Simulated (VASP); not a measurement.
# Al (Pm-3m) in VASP: notebook

Al is run at these levels: PBEsol; tasks: single point.

Program: VASP 6.6.1. These are calculated values, not measurements. Logs are shortened: lines on timing, memory, paths and dates and some standing lists are left out, and cuts for length are marked.

## 1. The cell of the first run

Symmetry: Pm-3m, No. 221, cubic system. Conventional cell: a = 2.588 Å, b = 2.588 Å, c = 2.588 Å, α = 90.00°, β = 90.00°, γ = 90.00°. Within 3.4 Å of Al (site symmetry m-3m) lie 6 Al at 2.59 Å.

## 2. Single point, PBEsol (volume scaled by 0.88)

File INCAR:

```
SYSTEM = Al
  PREC = Accurate
  ENCUT = 520
  EDIFF = 1E-7
  ISMEAR = -1
  SIGMA = 0.1
  LREAL = .FALSE.
  LASPH = .TRUE.
  NELM = 80
  ALGO = Normal
  ISIF = 2
  LWAVE = .FALSE.
  LCHARG = .FALSE.
  GGA = PS
  NBANDS = 8
```

File KPOINTS:

```
regular mesh
0
G
  13 13 13
  0 0 0
```

File POSCAR:

```
Al
1.0
    2.5882847363      0.0000000000      0.0000000000
    0.0000000000      2.5882847363      0.0000000000
    0.0000000000      0.0000000000      2.5882847363
Al
1
Direct
    0.0000000000      0.0000000000      0.0000000000
```

Potentials or basis: VASP PAW PBE potentials, release 64 (Al).

Command:

```bash
$ cat potpaw_PBE.64/Al/POTCAR > POTCAR
$ mpirun -np 1 vasp_std > vasp.out
```

OUTCAR:

```text
SYSTEM = Al
   PREC = Accurate
   ENCUT = 520
   EDIFF = 1E-7
   ISMEAR = -1
   LREAL = .FALSE.
   LASPH = .TRUE.
   NELM = 80
   ISIF = 2
   GGA = PS

 ion  position               nearest neighbor table
   1  0.000  0.000  0.000-

  LATTYP: Found a simple cubic cell.
 ALAT       =     2.5882847363

  Lattice vectors:

 A1 = (   2.5882847363,   0.0000000000,   0.0000000000)
 A2 = (   0.0000000000,   2.5882847363,   0.0000000000)
 A3 = (   0.0000000000,   0.0000000000,   2.5882847363)

Analysis of symmetry for initial positions (statically):
=====================================================================
 Subroutine PRICEL returns:
 Original cell was already a primitive cell.

 Routine SETGRP: Setting up the symmetry group for a
 simple cubic supercell.

 Subroutine GETGRP returns: Found 48 space group operations
 (whereof 48 operations were pure point group operations)
 out of a pool of 48 trial point group operations.

The static configuration has the point symmetry O_h .

Analysis of symmetry for dynamics (positions and initial velocities):
=====================================================================
 Subroutine PRICEL returns:
 Original cell was already a primitive cell.

 Routine SETGRP: Setting up the symmetry group for a
 simple cubic supercell.

 Subroutine GETGRP returns: Found 48 space group operations
 (whereof 48 operations were pure point group operations)
 out of a pool of 48 trial point group operations.

The dynamic configuration has the point symmetry O_h .

 Subroutine INISYM returns: Found 48 space group operations
 (whereof 48 operations are pure point group operations),
 and found     1 'primitive' translations

----------------------------------------------------------------------------------------

                                     Primitive cell

  volume of cell :      17.3395

  direct lattice vectors                    reciprocal lattice vectors
     2.588284736  0.000000000  0.000000000     0.386356256  0.000000000  0.000000000
     0.000000000  2.588284736  0.000000000     0.000000000  0.386356256  0.000000000
     0.000000000  0.000000000  2.588284736     0.000000000  0.000000000  0.386356256

  length of vectors
     2.588284736  2.588284736  2.588284736     0.386356256  0.386356256  0.386356256

  position of ions in fractional coordinates (direct lattice)
     0.000000000  0.000000000  0.000000000

  ion indices of the primitive-cell ions
   primitive index   ion index
                 1           1

----------------------------------------------------------------------------------------

 KPOINTS: regular mesh

Automatic generation of k-mesh.
 Grid dimensions read from file:
 generate k-points for:   13   13   13

 Generating k-lattice:

  Cartesian coordinates                     Fractional coordinates (reciprocal lattice)
     0.029719712  0.000000000  0.000000000     0.076923077  0.000000000  0.000000000
     0.000000000  0.029719712  0.000000000     0.000000000  0.076923077  0.000000000
     0.000000000  0.000000000  0.029719712     0.000000000  0.000000000  0.076923077

  Length of vectors
     0.029719712  0.029719712  0.029719712

  Shift w.r.t. Gamma in fractional coordinates (k-lattice)
     0.000000000  0.000000000  0.000000000

 Subroutine IBZKPT returns following result:
 ===========================================

 Found     84 irreducible k-points:

 Following reciprocal coordinates:
            Coordinates               Weight
  0.000000  0.000000  0.000000      1.000000
  0.076923  0.000000  0.000000      6.000000
  0.153846  0.000000  0.000000      6.000000
  0.230769  0.000000  0.000000      6.000000
  0.307692  0.000000  0.000000      6.000000
  0.384615  0.000000  0.000000      6.000000
[... 16 lines left out ...]
  0.307692  0.307692  0.000000     12.000000
  0.384615  0.307692  0.000000     24.000000
 [... further k-points ...]
   k-points           NKPTS =     84   k-points in BZ     NKDIM =     84   number of bands    NBANDS=      8
   number of dos      NEDOS =    301   number of ions     NIONS =      1
   total plane-waves  NPLWV =   8000
   dimension x,y,z NGX =    20 NGY =   20 NGZ =   20
   dimension x,y,z NGXF=    40 NGYF=   40 NGZF=   40
   ions per type =               1
   NGX,Y,Z   is equivalent  to a cutoff of  12.85, 12.85, 12.85 a.u.
   NGXF,Y,Z  is equivalent  to a cutoff of  25.69, 25.69, 25.69 a.u.
 SYSTEM =  Al
   PREC   = accura    normal or accurate (medium, high low for compatibility)
   ISTART =      0    job   : 0-new  1-cont  2-samecut
   ICHARG =      2    charge: 1-file 2-atom 10-const
   ISPIN  =      1    spin polarized calculation?
   LNONCOLLINEAR =      F non collinear calculations
   LSORBIT =      F    spin-orbit coupling
   LASPH  =      T    aspherical Exc in radial PAW
   ENCUT  =  520.0 eV  38.22 Ry    6.18 a.u.   4.81  4.81  4.81*2*pi/ulx,y,z
   NELM   =     80;   NELMIN=  2; NELMDL= -5     # of ELM steps
   EDIFF  = 0.1E-06   stopping-criterion for ELM
   LREAL  =      F    real-space projection
   EDIFFG = 0.1E-05   stopping-criterion for IOM
   NSW    =      0    number of steps for IOM
   IBRION =     -1    ionic relax: 0-MD 1-quasi-New 2-CG
   NFREE  =      0    steps in history (QN), initial steepest desc. (CG)
   ISIF   =      2    stress and relaxation
   ISYM   =      2    0-nonsym 1-usesym 2-fastsym
   POTIM  = 0.5000    time-step for ionic-motion
   TEBEG  =    0.0;   TEEND  =   0.0 temperature during run
   PSTRESS=    0.0 pullay stress
   NELECT =       3.0000    total number of electrons
   NUPDOWN=      -1.0000    fix difference up-down
   EMIN   =  10.00;   EMAX   =-10.00  energy-range for DOS
   EFERMI =   0.00;   METHOD = LEGACY
   ISMEAR =    -1;   SIGMA  =   0.10  broadening in eV -4-tet -1-fermi 0-gaus
   EFERMI_NEDOS =   21; number of points for ismear=-14 and -15
   IALGO  =     38    algorithm
   IMIX   =      4    mixing-type and parameters
     AMIX     =   0.40;   BMIX     =  1.00
     AMIX_MAG =   1.60;   BMIX_MAG =  1.00
  volume/ion in A,a.u.               =      17.34       117.01
  Fermi-wavevector in a.u.,A,eV,Ry     =   0.912228  1.723860 11.322213  0.832159
  Thomas-Fermi vector in A             =   2.036599
   LORBIT       =      0    0 simple, 1 ext, 2 COOP (PROOUT), +10 PAW based schemes
   GGA     = PS    functional components
   LHFCALC =     F    Hartree Fock is set to
   AEXX    =    0.0000 exact exchange contribution
   IVDW    =     0    specifies the selected vdW correction
   LEPSILON=     F    determine dielectric tensor
   LRPA    =     F    only Hartree local field effects (RPA)
 non-spin polarized calculation
  energy-cutoff  :      520.00
  volume of cell :       17.34
 maximum number of plane-waves:       477
 NGX is ok and might be reduce to    20
   NGX =  9   NGY =  9   NGZ =  9

 number of electron       3.0000000 magnetization

 Free energy of the ion-electron system (eV)
  ---------------------------------------------------
  ext. energy  EPLUGINS =         0.00000000
  ---------------------------------------------------
  free energy    TOTEN  =        -3.62286654 eV

  energy without entropy =       -3.60685865  energy(sigma->0) =       -3.61486259

 E-fermi :   6.9924     XC(G=0): -10.0272

 val. band max:        6.9111431202   @ k =   0.3846   0.3846   0.0000
 cond. band min:       7.0261888137   @ k =   0.3846   0.3846   0.0769
 fundamental gap:      0.1150456935
 Fermi energy:         6.9924120819

 k-point     1 :       0.0000    0.0000    0.0000
  band No.  band energies     occupation
      1      -3.4622      2.00000
      2      15.3550      0.00000
      3      15.3550      0.00000
      4      17.2869      0.00000
      5      17.2869      0.00000
      6      17.2869      0.00000
      7      24.2795      0.00000
      8      33.0985      0.00000

 k-point     2 :       0.0769    0.0000    0.0000
  band No.  band energies     occupation
      1      -3.3324      2.00000
      2      13.6556      0.00000
      3      15.4644      0.00000
      4      17.3935      0.00000
      5      17.3935      0.00000
      6      18.7361      0.00000
      7      24.8114      0.00000
      8      32.0977      0.00000

 k-point     3 :       0.1538    0.0000    0.0000
  band No.  band energies     occupation
      1      -2.9440      2.00000
      2      11.2491      0.00000
      3      15.7871      0.00000
      4      17.7132      0.00000
      5      17.7132      0.00000
      6      20.3720      0.00000
      7      26.3932      0.00000
      8      30.1173      0.00000

 k-point     4 :       0.2308    0.0000    0.0000
  band No.  band energies     occupation
      1      -2.2998      2.00000
      2       8.8837      0.00000
      3      16.3027      0.00000
      4      18.2464      0.00000
      5      18.2464      0.00000
      6      21.6424      0.00000
      7      28.0121      0.00000
      8      28.0121      0.00000

 k-point     5 :       0.3077    0.0000    0.0000
  band No.  band energies     occupation
      1      -1.4049      2.00000
      2       6.6619      1.92923
      3      16.9629      0.00000
      4      18.9929      0.00000
      5      18.9929      0.00000
      6      22.7720      0.00000
      7      26.0182      0.00000
      8      26.0182      0.00000
[... 177 lines left out ...]
 k-point    22 :       0.4615    0.2308    0.0000
  band No.  band energies     occupation
      1       2.2022      2.00000
      2       3.9243      2.00000
      3      13.0754      0.00000
      4      15.2199      0.00000
      5      21.9604      0.00000
      6      23.5543      0.00000
      7      24.0087      0.00000
      8      26.3395      0.00000

 k-point    23 :       0.3077    0.3077    0.0000
  band No.  band energies     occupation
      1       0.6253      2.00000
      2       7.8370      0.00043
      3       9.5133      0.00000
      4      16.3885      0.00000
      5      20.6580      0.00000
      6      22.9640      0.00000
      7      26.6429      0.00000
      8      28.6909      0.00000

 k-point    24 :       0.3846    0.3077    0.0000
  band No.  band energies     occupation
      1       1.7459      2.00000
      2       6.4402      1.99204
      3       9.9400      0.00000
      4      14.5473      0.00000
      5      21.5780      0.00000
      6      23.9617      0.00000
      7      25.5322      0.00000
      8      28.6845      0.00000

 [... further k-points ...]
[... 5 lines left out ...]
  --------------------------------------------------------------------------------------
  -------------------------------------------------------------------------------------
  Total        1.1253294      1.1253294      1.1253294      0.0000000      0.0000000     -0.0000000
  in kB      103.9810288    103.9810288    103.9810288      0.0000000      0.0000000     -0.0000000
  external PRESSURE =     103.9810288 kB  Pullay stress =       0.0000000 kB

 VOLUME and BASIS-vectors are now :
 -----------------------------------------------------------------------------
  energy-cutoff  :      520.00
  volume of cell :       17.34
      direct lattice vectors                 reciprocal lattice vectors
     2.588284736  0.000000000  0.000000000     0.386356256  0.000000000  0.000000000
     0.000000000  2.588284736  0.000000000     0.000000000  0.386356256  0.000000000
     0.000000000  0.000000000  2.588284736     0.000000000  0.000000000  0.386356256

 POSITION                                       TOTAL-FORCE (eV/Angst)
 -----------------------------------------------------------------------------------
      0.00000      0.00000      0.00000         0.000000      0.000000      0.000000
 -----------------------------------------------------------------------------------
    total drift:                                0.000000     -0.000000      0.000000

  FREE ENERGIE OF THE ION-ELECTRON SYSTEM (eV)
  ---------------------------------------------------
  free  energy   TOTEN  =        -3.6228665390 eV

  energy  without entropy=       -3.6068586456  energy(sigma->0) =       -3.61486259
```

Run time: 3.8 s. Hardware: 1 thread of Intel Xeon 6975P-C, shared host; peak memory 0.12 GiB.

Results:

```
Free energy : -3.6229 eV
Pressure    : 10.4 GPa
```

Caveat: the cell differs from its parent crystal (volume scaled by 0.88); the PAW data sets were made with another functional, which shifts forces and pressure a little.

## 3. Single point, PBEsol (volume scaled by 0.92)

File INCAR:

```
SYSTEM = Al
  ALGO = Normal
  EDIFF = 1E-6
  ENCUT = 520
  GGA = PS
  ISIF = 2
  ISMEAR = -1
  LASPH = .TRUE.
  LCHARG = .FALSE.
  LREAL = .FALSE.
  LWAVE = .FALSE.
  NBANDS = 8
  NELM = 100
  PREC = Accurate
  SIGMA = 0.1
```

File KPOINTS:

```
k-points
0
G
  13 13 13
  0 0 0
```

File POSCAR:

```
Al
1.0
    2.6269215480      0.0000000000      0.0000000000
    0.0000000000      2.6269215480      0.0000000000
    0.0000000000      0.0000000000      2.6269215480
Al
1
Direct
    0.0000000000      0.0000000000      0.0000000000
```

Potentials or basis: VASP PAW PBE potentials, release 64 (Al).

Command:

```bash
$ cat potpaw_PBE.64/Al/POTCAR > POTCAR
$ mpirun -np 1 vasp_std > vasp.out
```

Wall time 3.6 s (1 thread of Intel Xeon 6975P-C, shared host); peak memory 0.12 GiB.

Results (log left out):

* Free energy: -3.6634 eV
* Pressure: 6.2 GPa

Levels at points of the mesh, in eV from the Fermi level:
| k point | band 1 | band 2 | band 3 | band 4 | band 5 | band 6 |
| --- | --- | --- | --- | --- | --- | --- |
| (0.00, 0.00, 0.00) | -10.18 | 8.25 | 8.25 | 9.93 | 9.93 | 9.93 |

Caveat: the cell differs from its parent crystal (volume scaled by 0.92); the PAW data sets were made with another functional, which shifts forces and pressure a little.

## 4. Single point, PBEsol (volume scaled by 0.96)

File INCAR:

```
SYSTEM = Al
PREC = Accurate ; ENCUT = 520
EDIFF = 1E-6 ; ISMEAR = -1
SIGMA = 0.1 ; LREAL = .FALSE.
LASPH = .TRUE. ; NELM = 80
ALGO = Normal ; ISIF = 2
LWAVE = .FALSE. ; LCHARG = .FALSE.
GGA = PS ; NBANDS = 8
```

File KPOINTS:

```
regular mesh
0
G
  13 13 13
  0 0 0
```

File POSCAR:

```
Al
1.0
    2.6644540696      0.0000000000      0.0000000000
    0.0000000000      2.6644540696      0.0000000000
    0.0000000000      0.0000000000      2.6644540696
Al
1
Direct
    0.0000000000      0.0000000000      0.0000000000
```

Command:

```bash
$ cat potpaw_PBE.64/Al/POTCAR > POTCAR
$ mpirun -np 1 vasp_std > vasp.out
```

Wall time 3.7 s (1 thread of Intel Xeon 6975P-C, shared host); peak memory 0.12 GiB.

Results (log left out):

```yaml
Free_energy: -3.6853 eV
Pressure: 2.8 GPa
```

Levels at points of the mesh, in eV from the Fermi level:
| k point | band 1 | band 2 | band 3 | band 4 |
| --- | --- | --- | --- | --- |
| (0.00, 0.00, 0.00) | -9.92 | 8.15 | 8.15 | 9.60 |

Caveat: the cell differs from its parent crystal (volume scaled by 0.96); the PAW data sets were made with another functional, which shifts forces and pressure a little.

## 5. Single point, PBEsol

This run uses another cell than the first one, of 19.70 Å³/atom, 1.136 times its volume.

File INCAR:

```
SYSTEM = Al
ALGO = Normal
EDIFF = 1E-6
ENCUT = 520
GGA = PS
ISIF = 2
ISMEAR = -1
LASPH = .True.
LCHARG = .False.
LREAL = .False.
LWAVE = .False.
NBANDS = 8
NELM = 100
PREC = Accurate
SIGMA = 0.1
```

File KPOINTS:

```
k-points
0
Gamma
  12 12 12
  0 0 0
```

File POSCAR:

```
Al
1.0
    2.7009579765      0.0000000000      0.0000000000
    0.0000000000      2.7009579765      0.0000000000
    0.0000000000      0.0000000000      2.7009579765
Al
1
Direct
    0.0000000000      0.0000000000      0.0000000000
```

Command:

```bash
$ cat potpaw_PBE.64/Al/POTCAR > POTCAR
$ mpirun -np 1 vasp_std > vasp.out
```

It took 4.1 s on 1 thread of Intel Xeon 6975P-C, shared host; peak memory 0.12 GiB.

Results (log left out):

* Free energy: -3.6952 eV
* Pressure: 0.1 GPa

Levels at points of the mesh, in eV from the Fermi level:
| k point | band 1 | band 2 | band 3 | band 4 | band 5 |
| --- | --- | --- | --- | --- | --- |
| (0.00, 0.00, 0.00) | -9.67 | 8.06 | 8.06 | 9.30 | 9.30 |
| (0.50, 0.00, 0.00) | -5.22 | -4.17 | 10.66 | 12.91 | 12.91 |
| (0.50, 0.50, 0.00) | -0.54 | -0.54 | -0.18 | 2.13 | 16.58 |
| (0.50, 0.50, 0.50) | 2.96 | 2.96 | 2.96 | 5.59 | 5.59 |

Caveat: the PAW data sets were made with another functional, which shifts forces and pressure a little.

## 6. Overview

| cell | k mesh | gap on the mesh (eV) | pressure (GPa) |
| --- | --- | --- | --- |
| a = 2.588 Å, 1 atom | 13 × 13 × 13 | none | 10.4 |
| a = 2.627 Å, 1 atom | 13 × 13 × 13 | none | 6.2 |
| a = 2.664 Å, 1 atom | 13 × 13 × 13 | none | 2.8 |
| a = 2.701 Å, 1 atom | 12 × 12 × 12 | none | 0.1 |

Alike in all rows: task single point; level PBEsol; potentials or basis VASP PAW PBE potentials, release 64 (Al); no spin polarisation; cutoff (eV) 520; smearing fermi-dirac 0.1 eV.

Caveats: the PAW data sets were made with another functional, which shifts forces and pressure a little.

Absolute energies hang on the potentials; compare differences alone.
